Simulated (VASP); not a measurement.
A run of VASP 6.6.1:

File INCAR:

```
SYSTEM = MgSn2O3
PREC     = Accurate       ! precision mode
ENCUT    = 520            ! plane-wave cutoff, eV
EDIFF    = 1E-6           ! SCF threshold, eV
ISMEAR   = 0              ! smearing method
SIGMA    = 0.02           ! smearing width, eV
LREAL    = .FALSE.        ! projectors in reciprocal space
LASPH    = .TRUE.         ! aspherical terms in the spheres
NELM     = 80             ! most SCF steps
ALGO     = Normal         ! electronic algorithm
ISIF     = 2              ! what is computed and relaxed
LWAVE    = .FALSE.        ! write WAVECAR
LCHARG   = .FALSE.        ! write CHGCAR
GGA      = PE             ! functional
NBANDS   = 33             ! bands
```

File KPOINTS:

```
Automatic mesh
0
G
  12 12 12
  0 0 0
```

Contents of POSCAR:

```
MgSn2O3
1.0
    2.9502505882      1.7033279713      3.0211681855
   -2.9502505882      1.7033279713      3.0211681855
    0.0000000000     -3.4066559425      3.0211681855
Mg Sn O
1 2 3
Direct
    0.5000000000      0.5000000000      0.5000000000
    0.8155378665      0.8155378665      0.8155378665
    0.1844621335      0.1844621335      0.1844621335
    0.0000000000      0.5000000000      0.5000000000
    0.5000000000      0.0000000000      0.5000000000
    0.5000000000      0.5000000000      0.0000000000
```

Potentials or basis: VASP PAW PBE potentials, release 64 (Mg, Sn_d, O).

Launch:

```sh
$ cat potpaw_PBE.64/Mg/POTCAR potpaw_PBE.64/Sn_d/POTCAR potpaw_PBE.64/O/POTCAR > POTCAR
$ mpirun -np 1 vasp_std > vasp.out
```

Hardware: 1 thread of Intel Xeon 8259CL (shared host).

Q: Estimate the wall time of this run.

A: It took 14 min on 1 thread of Intel Xeon 8259CL (shared host), peak memory 0.58 GiB. Counts: scf iterations 15, k points 189.
